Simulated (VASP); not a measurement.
# CrO2 (P4_2/mnm) in VASP: single point with LDA+U

Aim: the single point of CrO2 with LDA+U.

Everything below comes from runs of VASP 6.6.1. Logs are shortened: lines on timing, memory, paths and dates and some standing lists are left out, and cuts for length are marked.

## 1. The cell of the first run

It takes space group P4_2/mnm (No. 136, tetragonal). Conventional cell: a = 4.421 Å, b = 4.421 Å, c = 2.917 Å, α = 90.00°, β = 90.00°, γ = 90.00°. Cr (site symmetry mmm) has 6 O at 1.88 to 1.92 Å within 2.5 Å. Within 2.5 Å of O (site symmetry m2m) lie 3 Cr at 1.88 to 1.92 Å and 1 O at 2.49 Å.

## 2. Single point, LDA+U, non-collinear spin, twin_end start, moments held on the sites

Input file INCAR:

```
SYSTEM = CrO2
PREC     = Accurate       ! precision mode
ENCUT    = 600            ! plane-wave cutoff, eV
EDIFF    = 1E-6           ! SCF threshold, eV
ISMEAR   = 0              ! smearing method
SIGMA    = 0.05           ! smearing width, eV
LREAL    = .FALSE.        ! projectors in reciprocal space
LASPH    = .TRUE.         ! aspherical terms in the spheres
NELM     = 200            ! most SCF steps
ALGO     = Normal         ! electronic algorithm
ISIF     = 2              ! what is computed and relaxed
LWAVE    = .FALSE.        ! write WAVECAR
LCHARG   = .FALSE.        ! write CHGCAR
LNONCOLLINEAR= .TRUE.         ! non-collinear magnetism
MAGMOM   = 0 0 1.37 0 0 1.37 0 0 0.12 0 0 0.12 0 0 0.12 0 0 0.12 ! initial moments
LORBIT   = 11             ! projections on sites
I_CONSTRAINED_M= 2            
LAMBDA   = 10           
M_CONSTR = 1.732 1.732 1.732 1.732 1.732 1.732 0 0 0 0 0 0 0 0 0 0 0 0
RWIGS    = 1.39 0.66    
ISYM     = -1           
AMIX     = 0.2          
BMIX     = 1E-4         
AMIX_MAG = 0.8          
BMIX_MAG = 1E-4         
LMAXMIX  = 4              ! l up to which the mixer works
LDAU     = .TRUE.         ! DFT+U
LDAUTYPE = 2            
LDAUL    = 2 -1           ! shell
LDAUU    = 8 0            ! U, eV
LDAUJ    = 0 0          
LDAUPRINT= 1            
NBANDS   = 64             ! bands
GGA_COMPAT= .FALSE.      
KPAR     = 4
```

Input file KPOINTS:

```
regular mesh
0
G
  4 4 6
  0 0 0
```

Input file POSCAR:

```
CrO2
1.0
    4.4210008300      0.0000000000      0.0000000000
    0.0000000000      4.4210008300      0.0000000000
    0.0000000000      0.0000000000      2.9170005500
Cr O
2 4
Direct
    0.0000000000      0.0000000000      0.0000000000
    0.5000000000      0.5000000000      0.5000000000
    0.3010000000      0.3010000000      0.0000000000
    0.1990000000      0.8010000000      0.5000000000
    0.6990000000      0.6990000000      0.0000000000
    0.8010000000      0.1990000000      0.5000000000
```

Potentials or basis: VASP PAW LDA potentials, release 64 (Cr_pv, O).

The run is started by

```
$ cat potpaw_LDA.64/Cr_pv/POTCAR potpaw_LDA.64/O/POTCAR > POTCAR
$ mpirun -np 4 vasp_ncl > vasp.out
```

OUTCAR:

```text
SYSTEM = CrO2
   PREC = Accurate
   ENCUT = 600
   EDIFF = 1E-6
   ISMEAR = 0
   LREAL = .FALSE.
   LASPH = .TRUE.
   NELM = 200
   ISIF = 2
   LNONCOLLINEAR = .TRUE.
   LORBIT = 11
   ISYM = -1
   AMIX = 0.2
   AMIX_MAG = 0.8

 ion  position               nearest neighbor table
   1  0.000  0.000  0.000-   3 1.88   5 1.88   4 1.92   6 1.92   4 1.92   6 1.92
   2  0.500  0.500  0.500-   4 1.88   6 1.88   5 1.92   3 1.92   3 1.92   5 1.92
   3  0.301  0.301  0.000-   1 1.88   2 1.92   2 1.92
   4  0.199  0.801  0.500-   2 1.88   1 1.92   1 1.92
   5  0.699  0.699  0.000-   1 1.88   2 1.92   2 1.92
   6  0.801  0.199  0.500-   2 1.88   1 1.92   1 1.92

IMPORTANT INFORMATION: All symmetrisations will be switched off!
NOSYMM: (Re-)initialisation of all symmetry stuff for point group C_1.

----------------------------------------------------------------------------------------

                                     Primitive cell

  volume of cell :      57.0135

  direct lattice vectors                    reciprocal lattice vectors
     4.421000830  0.000000000  0.000000000     0.226193127  0.000000000  0.000000000
     0.000000000  4.421000830  0.000000000     0.000000000  0.226193127  0.000000000
     0.000000000  0.000000000  2.917000550     0.000000000  0.000000000  0.342817899

  length of vectors
     4.421000830  4.421000830  2.917000550     0.226193127  0.226193127  0.342817899

  position of ions in fractional coordinates (direct lattice)
     0.000000000  0.000000000  0.000000000
     0.500000000  0.500000000  0.500000000
     0.301000000  0.301000000  0.000000000
     0.199000000  0.801000000  0.500000000
     0.699000000  0.699000000  0.000000000
     0.801000000  0.199000000  0.500000000

  ion indices of the primitive-cell ions
   primitive index   ion index
                 1           1
                 2           2
                 3           3
                 4           4
                 5           5
                 6           6

----------------------------------------------------------------------------------------

 KPOINTS: regular mesh

Automatic generation of k-mesh.
 Grid dimensions read from file:
 generate k-points for:    4    4    6

 Generating k-lattice:

  Cartesian coordinates                     Fractional coordinates (reciprocal lattice)
     0.056548282  0.000000000  0.000000000     0.250000000  0.000000000  0.000000000
     0.000000000  0.056548282  0.000000000     0.000000000  0.250000000  0.000000000
     0.000000000  0.000000000  0.057136317     0.000000000  0.000000000  0.166666667

  Length of vectors
     0.056548282  0.056548282  0.057136317

  Shift w.r.t. Gamma in fractional coordinates (k-lattice)
     0.000000000  0.000000000  0.000000000

 Subroutine IBZKPT returns following result:
 ===========================================

 Found     96 irreducible k-points:

 Following reciprocal coordinates:
            Coordinates               Weight
  0.000000  0.000000  0.000000      1.000000
  0.250000  0.000000  0.000000      1.000000
  0.500000  0.000000  0.000000      1.000000
 -0.250000  0.000000  0.000000      1.000000
  0.000000  0.250000  0.000000      1.000000
  0.250000  0.250000  0.000000      1.000000
[... 16 lines left out ...]
  0.500000  0.250000  0.166667      1.000000
 -0.250000  0.250000  0.166667      1.000000
 [... further k-points ...]
[... 116 lines left out ...]
  0.5775 -0.0000 -0.1068 -0.0000  0.0000     -0.0000 -0.0000 -0.0000 -0.0000  0.0000
 -0.0000  0.6151  0.0000 -0.1243 -0.0000      0.0000 -0.0000  0.0000 -0.0000  0.0000
 -0.1068  0.0000  0.7106  0.0000  0.0000      0.0000 -0.0000  0.0000 -0.0000 -0.0000
 -0.0000 -0.1243  0.0000  0.6151 -0.0000      0.0000  0.0000  0.0000 -0.0000  0.0000
  0.0000 -0.0000  0.0000 -0.0000  0.7461     -0.0000 -0.0000  0.0000 -0.0000 -0.0000
[... 19 lines left out ...]
  0.2256 -0.0000  0.0088 -0.0000  0.0000      0.0000 -0.0000 -0.0000 -0.0000  0.0000
 -0.0000  0.2187  0.0000 -0.0000  0.0000      0.0000  0.0000  0.0000  0.0000  0.0000
  0.0088  0.0000  0.2357  0.0000 -0.0000      0.0000 -0.0000 -0.0000 -0.0000 -0.0000
 -0.0000 -0.0000  0.0000  0.2187 -0.0000      0.0000 -0.0000  0.0000  0.0000  0.0000
  0.0000  0.0000 -0.0000 -0.0000  0.2179     -0.0000 -0.0000  0.0000 -0.0000  0.0000

 occupancies and eigenvectors

  o =  0.0245  v =  0.0005 -0.0000 -0.0006  0.0000 -0.0603 -0.0006  0.0001  0.0009 -0.0001 -0.5401      0.0000  0.0000  0.0000 -0.0000 -0.4557 -0.0006  0.0000  0.0009 -0.0000  0.7049
  o =  0.0253  v = -0.2674  0.0000  0.3739 -0.0000 -0.0001  0.3653 -0.0001 -0.5108  0.0002 -0.0009      0.0000 -0.0001  0.0000  0.0001 -0.0008  0.3653  0.0000 -0.5108 -0.0000  0.0012
  o =  0.0281  v =  0.0001  0.1541 -0.0001 -0.1541 -0.0000 -0.0001 -0.6015  0.0001  0.6015  0.0000      0.0000 -0.2862 -0.0000  0.2862 -0.0000 -0.0001  0.1805  0.0001 -0.1805  0.0001
  o =  0.1190  v =  0.0000 -0.1010  0.0000 -0.1010 -0.0000 -0.0000  0.5601 -0.0000  0.5601  0.0000      0.0000  0.3090  0.0000  0.3090 -0.0000 -0.0000 -0.2840 -0.0000 -0.2840  0.0000
  o =  0.1334  v = -0.3739 -0.0000 -0.2674 -0.0000 -0.0000  0.5108  0.0000  0.3653  0.0000 -0.0000      0.0000  0.0000  0.0000  0.0000 -0.0000  0.5108 -0.0000  0.3653 -0.0000  0.0000
  o =  0.5903  v =  0.0001 -0.1062  0.0000 -0.1062  0.0000  0.0000 -0.2654  0.0000 -0.2654  0.0000      0.0000  0.6189 -0.0000  0.6189  0.0000  0.0000  0.1877  0.0000  0.1877  0.0000
  o =  0.6217  v =  0.7724  0.0000  0.4383  0.0000 -0.0000  0.2827  0.0000  0.1604  0.0000  0.0000      0.0000 -0.0000  0.0000 -0.0000 -0.0000  0.2827 -0.0000  0.1604 -0.0000 -0.0000
  o =  0.9299  v = -0.0000  0.3270  0.0000 -0.3270  0.0000 -0.0000  0.3159  0.0000 -0.3159  0.0000      0.0000 -0.5361  0.0000  0.5361  0.0000 -0.0000 -0.0766  0.0000  0.0766  0.0000
  o =  0.9395  v =  0.0000  0.0000 -0.0000 -0.0000 -0.1329  0.0000  0.0000 -0.0000 -0.0000  0.2728      0.0000 -0.0000 -0.0000  0.0000 -0.8781  0.0000  0.0000 -0.0000 -0.0000 -0.3701
  o =  0.9691  v = -0.4383 -0.0000  0.7724  0.0000 -0.0000 -0.1604 -0.0000  0.2827  0.0000  0.0000      0.0000  0.0000  0.0000 -0.0000 -0.0000 -0.1604  0.0000  0.2827 -0.0000 -0.0000

 number of electron      48.0000030 magnetization       2.3093338      2.3092813      2.3091811

 Free energy of the ion-electron system (eV)
  ---------------------------------------------------
  ext. energy  EPLUGINS =         0.00000000
  ---------------------------------------------------
  free energy    TOTEN  =       -35.98403805 eV

  energy without entropy =      -35.98306873  energy(sigma->0) =      -35.98355339

 E-fermi :   3.9670     XC(G=0): -12.3727

 val. band max:        3.9185725189   @ k =   0.0000   0.0000   0.3333
 cond. band min:       4.0048379456   @ k =   0.5000   0.0000   0.0000
 fundamental gap:      0.0862654266
 Fermi energy:         3.9670065358

 k-point     1 :       0.0000    0.0000    0.0000
  band No.  band energies     occupation
      1     -41.1879      1.00000
      2     -41.1879      1.00000
      3     -41.1356      1.00000
      4     -41.1309      1.00000
      5     -41.1306      1.00000
      6     -41.1222      1.00000
[... 1501 lines left out ...]
     59      15.4763      0.00000
     60      16.1184      0.00000

 [... further k-points ...]

 [bands above 60 left out]

------------------------ aborting loop because EDIFF is reached ----------------------------------------

  FORCE on cell =-STRESS in cart. coord.  units (eV):
  Direction    XX          YY          ZZ          XY          YZ          ZX
  --------------------------------------------------------------------------------------
  -------------------------------------------------------------------------------------
  Total       21.9897881     21.9897903     24.6326909      0.0002874      0.0000011     -0.0000046
  in kB      617.9508356    617.9508967    692.2209453      0.0080775      0.0000321     -0.0001301
  external PRESSURE =     642.7075592 kB  Pullay stress =       0.0000000 kB

 VOLUME and BASIS-vectors are now :
 -----------------------------------------------------------------------------
  energy-cutoff  :      600.00
  volume of cell :       57.01
      direct lattice vectors                 reciprocal lattice vectors
     4.421000830  0.000000000  0.000000000     0.226193127  0.000000000  0.000000000
     0.000000000  4.421000830  0.000000000     0.000000000  0.226193127  0.000000000
     0.000000000  0.000000000  2.917000550     0.000000000  0.000000000  0.342817899

 POSITION                                       TOTAL-FORCE (eV/Angst)
 -----------------------------------------------------------------------------------
      0.00000      0.00000      0.00000         0.000145     -0.000009      0.000002
      2.21050      2.21050      1.45850        -0.000131     -0.000022      0.000003
      1.33072      1.33072      0.00000         0.014500      0.014500     -0.000000
      0.87978      3.54122      1.45850        -0.014857      0.014850     -0.000000
      3.09028      3.09028      0.00000        -0.014484     -0.014484     -0.000002
      3.54122      0.87978      1.45850         0.014827     -0.014834     -0.000002
 -----------------------------------------------------------------------------------
    total drift:                                0.000016     -0.000005      0.000007

  FREE ENERGIE OF THE ION-ELECTRON SYSTEM (eV)
  ---------------------------------------------------
  free  energy   TOTEN  =       -35.9840380488 eV

  energy  without entropy=      -35.9830687252  energy(sigma->0) =      -35.98355339

 total charge

# of ion       s       p       d       tot
------------------------------------------
    1        0.343   6.446   4.346  11.135
    2        0.343   6.446   4.346  11.135
    3        1.573   3.388   0.000   4.961
    4        1.573   3.388   0.000   4.961
    5        1.573   3.388   0.000   4.961
    6        1.573   3.388   0.000   4.961
--------------------------------------------------
tot          6.980  26.443   8.691  42.114

 magnetization (x)

# of ion       s       p       d       tot
------------------------------------------
    1        0.059   0.057   2.143   2.259
    2        0.059   0.057   2.143   2.259
    3       -0.019  -0.468   0.000  -0.487
    4       -0.019  -0.468   0.000  -0.488
    5       -0.019  -0.468   0.000  -0.488
    6       -0.019  -0.468   0.000  -0.488
--------------------------------------------------
tot          0.041  -1.759   4.286   2.567

 magnetization (y)

# of ion       s       p       d       tot
------------------------------------------
    1        0.059   0.057   2.143   2.259
    2        0.059   0.057   2.143   2.259
    3       -0.019  -0.468   0.000  -0.487
    4       -0.019  -0.468   0.000  -0.488
    5       -0.019  -0.468   0.000  -0.488
    6       -0.019  -0.468   0.000  -0.488
--------------------------------------------------
tot          0.041  -1.759   4.286   2.567

 magnetization (z)

# of ion       s       p       d       tot
------------------------------------------
    1        0.059   0.057   2.143   2.259
    2        0.059   0.057   2.143   2.259
    3       -0.019  -0.468   0.000  -0.488
    4       -0.019  -0.468   0.000  -0.488
    5       -0.019  -0.468   0.000  -0.488
    6       -0.019  -0.468   0.000  -0.488
--------------------------------------------------
tot          0.041  -1.759   4.286   2.568
```

Run time: 8.3 min. Hardware: 4 MPI ranks of Intel Xeon Platinum 8259CL at 2.50GHz (Skylake/Cascade Lake), shared host; peak memory 0.68 GiB.

Results:

```
Free energy                                           : -35.9840 eV
Largest force                                         : 0.021 eV/Å
Band gap on the k mesh                                : zero (bands 48 and 49 overlap by 0.48 eV)
Net moment                                            : 4.00 μB per cell
Valence electrons inside the program's atomic spheres : Cr 11.13; O 4.96
```

Forces in eV/Å, atoms in the order of the input:
```
Cr   0.000  0.000  0.000
Cr   0.000  0.000  0.000
O    0.015  0.015  0.000
O   -0.015  0.015  0.000
O   -0.014 -0.014  0.000
O    0.015 -0.015  0.000
```

Moments on the atoms (μB; x, y, z):
```
Cr   2.26  2.26  2.26
Cr   2.26  2.26  2.26
O   -0.49 -0.49 -0.49
O   -0.49 -0.49 -0.49
O   -0.49 -0.49 -0.49
O   -0.49 -0.49 -0.49
```

Caveat: moments held by a penalty. The state reached can hang on the start; a lower one may exist.

The gap in the log of VASP goes by the Fermi energy; the results here count the filled bands.